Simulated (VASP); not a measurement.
Here is a VASP 6.6.1 calculation.

Contents of POSCAR:

```
CdS
1.0
    2.9245778630      2.9245778630      0.0000000000
   -2.9245778630      2.9245778630      0.0000000000
    0.0000000000      2.9245778630      2.9480920568
Cd S
1 1
Direct
    0.0000000000      0.0000000000      0.0000000000
    0.7500000000      0.2500000000      0.5000000000
```

INCAR.step1

```
SYSTEM = CdS
PREC     = Accurate       ! precision mode
ENCUT    = 520            ! plane-wave cutoff, eV
ISMEAR   = 0              ! smearing method
SIGMA    = 0.01           ! smearing width, eV
LREAL    = .False.        ! projectors in reciprocal space
LASPH    = .True.         ! aspherical terms in the spheres
NELM     = 100            ! most SCF steps
NBANDS   = 16             ! bands
GGA      = PE             ! functional
ALGO     = Normal         ! electronic algorithm
EDIFF    = 1E-4           ! SCF threshold, eV
LWAVE    = .True.         ! write WAVECAR
LCHARG   = .False.        ! write CHGCAR
```

INCAR.step2

```
SYSTEM = CdS
PREC     = Accurate       ! precision mode
ENCUT    = 520            ! plane-wave cutoff, eV
EDIFF    = 1E-6           ! SCF threshold, eV
ISMEAR   = 0              ! smearing method
SIGMA    = 0.01           ! smearing width, eV
LREAL    = .False.        ! projectors in reciprocal space
LASPH    = .True.         ! aspherical terms in the spheres
NELM     = 100            ! most SCF steps
ALGO     = Normal         ! electronic algorithm
ISIF     = 2              ! what is computed and relaxed
LWAVE    = .False.        ! write WAVECAR
LCHARG   = .False.        ! write CHGCAR
METAGGA  = R2SCAN         ! meta-GGA
LMIXTAU  = .True.       
NBANDS   = 16             ! bands
ISTART   = 1
```

File KPOINTS:

```
regular mesh
0
Gamma
  8 8 8
  0 0 0
```

Potentials or basis: VASP PAW PBE potentials, release 64 (Cd, S).

Run with:

```console
$ cat potpaw_PBE.64/Cd/POTCAR potpaw_PBE.64/S/POTCAR > POTCAR
$ cp INCAR.step1 INCAR
$ mpirun -np 1 vasp_std > vasp.out
$ cp INCAR.step2 INCAR
$ mpirun -np 1 vasp_std > vasp.out
```

(1) What does it give for the pressure?

(2) Predict the band gap on the k mesh.

Results:

(1) 0.7 GPa.

(2) 1.55 eV, direct.

Caveat: the cell differs from its parent crystal (in-plane strain -0.005); the PAW data sets were made with another functional, which shifts forces and pressure a little.
